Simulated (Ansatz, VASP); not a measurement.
# One calculation of BN, two programs

```
N B
1.0
     2.49824    0.00000    0.00000
    -1.24912    2.16354    0.00000
     0.00000    0.00000    6.63570
N B
2 2
Cartesian
  1.2491 0.7212 1.6589
  0.0000 1.4424 4.9768
  1.2491 0.7212 4.9768
  0.0000 1.4424 1.6589
```

Alike in both runs: task single point; functional PBE; k mesh 12 × 12 × 4; occupations gaussian, width 0.03 eV; no spin polarisation.

|  | VASP | Ansatz |
| --- | --- | --- |
| version | VASP 6.6.1 | Ansatz 0.2.0 |
| potentials or method | VASP PAW PBE potentials, release 64 (N, B) | Ansatz PAW |
| plane-wave cutoff (eV) | 520 | 420 |
| valence electrons in the cell | 16 | 16 |

Ansatz gave:

```
gap on the k mesh at the Fermi level (eV)                     : 4.29
least direct gap on the mesh (eV)                             : 4.66
pressure (GPa)                                                : 5.1
traceless stress, the component that is largest in VASP (GPa) : -2.09
```

Q: What did VASP give for the same quantities?

A: gap on the k mesh at the Fermi level (eV): 4.29; least direct gap on the mesh (eV): 4.66; pressure (GPa): 5.2; traceless stress, the component that is largest in VASP (GPa): -2.29.
